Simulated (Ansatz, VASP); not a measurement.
Mg2BeS3 in VASP and in Ansatz

```
Mg Be S
1.0
    -2.34745    2.34745    5.42029
     2.34745   -2.34745    5.42029
     2.34745    2.34745   -5.42029
Mg Be S
2 1 3
Direct
  0.75000 0.25000 0.50000
  0.25000 0.75000 0.50000
  0.50000 0.50000 0.00000
  0.67825 0.67825 0.00000
  0.32175 0.32175 0.00000
  0.00000 0.00000 0.00000
```

Alike in both runs: functional PBE; k mesh 3 × 3 × 3; occupations gaussian, width 0.15 eV; no spin polarisation.

Ansatz relaxed the structure, and its values are those at the end. VASP's run is a single point on that final structure, the one shown.

|  | VASP | Ansatz |
| --- | --- | --- |
| version | VASP 6.6.1 | Ansatz 0.2.0 |
| potentials or method | VASP PAW PBE potentials, release 64 (Mg, Be, S), cutoff 600 eV | scalar-relativistic, plane waves, PAW |
| valence electrons in the cell | 24 | 40 |

Ansatz gave:

```
gap on the k mesh at the Fermi level (eV) : 1.45
least direct gap on the mesh (eV)         : 1.48
pressure (GPa)                            : 0.0
rms of the force components (eV/Å)        : 0.021
```

**Question.** What did VASP give for the same quantities?

**Answer.** gap on the k mesh at the Fermi level (eV): 1.43; least direct gap on the mesh (eV): 1.46; pressure (GPa): -0.2; rms of the force components (eV/Å): 0.022.

VASP's potentials hold 24 valence electrons a cell and Ansatz's 40, so a difference there can come from the potentials and not from the codes.

The k mesh is coarse, so the values compare programs but aren't converged.
